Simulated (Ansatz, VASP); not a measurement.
# MnSb: VASP beside Ansatz

```
Mn Sb
1.0
     0.00000    3.11055    3.11055
     3.11055    0.00000    3.11055
     3.11055    3.11055    0.00000
Mn Sb
1 1
Direct
  0.00000 0.00000 0.00000
  0.25000 0.25000 0.25000
```

Change from the starting cell: volume scaled by 1.02.

Alike in both runs: task single point; functional PBE; k mesh 10 × 10 × 10; occupations fermi-dirac, width 0.03 eV; collinear spin.

|  | VASP | Ansatz |
| --- | --- | --- |
| version | VASP 6.6.1 | Ansatz 0.2.0 |
| potentials or method | VASP PAW PBE potentials, release 64 (Mn_pv, Sb), cutoff 520 eV | all-electron LAPW, scalar-relativistic |

|  | VASP | Ansatz | Ansatz less VASP |
| --- | --- | --- | --- |
| pressure (GPa) | -0.9 | -0.9 | +0.07 |
| net moment per atom (μB) | 2.00 | 2.00 | 0.000 |
| size of the moment on the site where the two differ most (μB) | 3.91 | 4.00 | +0.089 |

Site moments also hang on the region over which each program counts them. Ansatz ran all-electron here, and VASP with PAW potentials.

Spin-orbit coupling is off throughout.
